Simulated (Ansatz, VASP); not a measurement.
Two plane-wave programs on Re

INCAR

```
ALGO = Normal ; EDIFF = 1E-6
EDIFFG = -0.01 ; ENCUT = 600
GGA = CA ; IBRION = 2
ISIF = 3 ; ISMEAR = -1
LASPH = T ; LCHARG = F
LREAL = F ; LWAVE = F
NELM = 60 ; NSW = 60
PREC = Accurate ; SIGMA = 0.05
```

File KPOINTS:

```
k-points
0
Gamma
  12 12 12
```

The input POSCAR:

```
Re
1.0
    0.0000000000      1.9750000000      1.9750000000
    1.9750000000      0.0000000000      1.9750000000
    1.9750000000      1.9750000000      0.0000000000
Re
1
Direct
    0.0000000000      0.0000000000      0.0000000000
```

input.yaml

```yaml
crystal:
  lattice:
    - [0.0, 1.975, 1.975]
    - [1.975, 0.0, 1.975]
    - [1.975, 1.975, 0.0]
  atoms:
    - { symbol: Re, position: [0.0, 0.0, 0.0] }
hamiltonian:
  xc: lda
  pseudopotentials: { kind: paw }
kpoints:
  mp_grid: { grid: [12, 12, 12] }
scf:
  occupations: { method: fermi_dirac, width: 0.05 }
output:
  forces: true
  stress: true
  eigenvalues: true
  write_density: true
  write_potential: true
  elf: true
  volumetric_format: npy
relax:
  f_tol: 0.01
  max_steps: 40
  cell: { stress_tol: 0.05 }
```

Alike in both runs: task relaxation of cell and atoms; functional LDA; k mesh 12 × 12 × 12; occupations fermi-dirac, width 0.05 eV; no spin polarisation.

|  | VASP | Ansatz |
| --- | --- | --- |
| version | VASP 6.6.1 | Ansatz 0.2.0 |
| potentials or method | VASP PAW LDA potentials, release 64 (Re) | Ansatz PAW |
| plane-wave cutoff (eV) | 600 | 420 |
| valence electrons in the cell | 7 | 15 |

Ansatz gave:

```
gap on the k mesh at the Fermi level, each at its own relaxed structure (eV) : none
relaxed volume (Å³/atom)                                                     : 14.39
relaxed cell length with the largest relative difference (Å)                 : 2.730
```

Question: What did VASP give for the same quantities?

Answer: gap on the k mesh at the Fermi level, each at its own relaxed structure (eV): none; relaxed volume (Å³/atom): 14.44; relaxed cell length with the largest relative difference (Å): 2.734.

LDA's correlation is that of Perdew and Zunger in VASP and of Perdew and Wang (1992) in Ansatz. A gap of «none» marks a metal or a gap that the smearing closes. VASP's potentials hold 7 valence electrons a cell and Ansatz's 15, so a difference there can come from the potentials and not from the codes.

Neither program's run includes spin-orbit coupling. Noted on Ansatz's run: the plane-wave basis is chosen anew once the cell has moved, so the energies of steps on either side of that aren't comparable.
